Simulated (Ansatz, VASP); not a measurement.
One calculation of FeO, two programs

```
CELL_PARAMETERS angstrom
0.00000 2.21045 2.21045
2.21045 0.00000 2.21045
2.21045 2.21045 0.00000
ATOMIC_POSITIONS crystal
Fe 0.00000 0.00000 0.00000
O 0.50000 0.50000 0.50000
```

Alike in both runs: task single point; functional PBE; k mesh 10 × 10 × 10; occupations gaussian, width 0.05 eV; collinear spin; Hubbard terms Fe d U = 4.0 eV.

|  | VASP | Ansatz |
| --- | --- | --- |
| version | VASP 6.6.1 | Ansatz 0.2.0 |
| potentials or method | VASP PAW PBE potentials, release 64 (Fe, O), cutoff 520 eV | scalar-relativistic, plane waves, PAW |
| valence electrons in the cell | 14 | 22 |

|  | VASP | Ansatz | Ansatz less VASP |
| --- | --- | --- | --- |
| pressure (GPa) | -11.9 | -1.6 | +10.22 |
| net moment per atom (μB) | 2.00 | 2.00 | -0.005 |
| size of the moment on the site where the two differ most (μB) | 3.82 | 3.52 | -0.298 |

Site moments also hang on the region over which each program counts them. The programs project onto different local orbitals, so the same U acts differently, and such runs can settle in different states. VASP's potentials hold 14 valence electrons a cell and Ansatz's 22, so a difference there can come from the potentials and not from the codes. Ansatz's warnings: symmetry narrowed by occupation matrices.
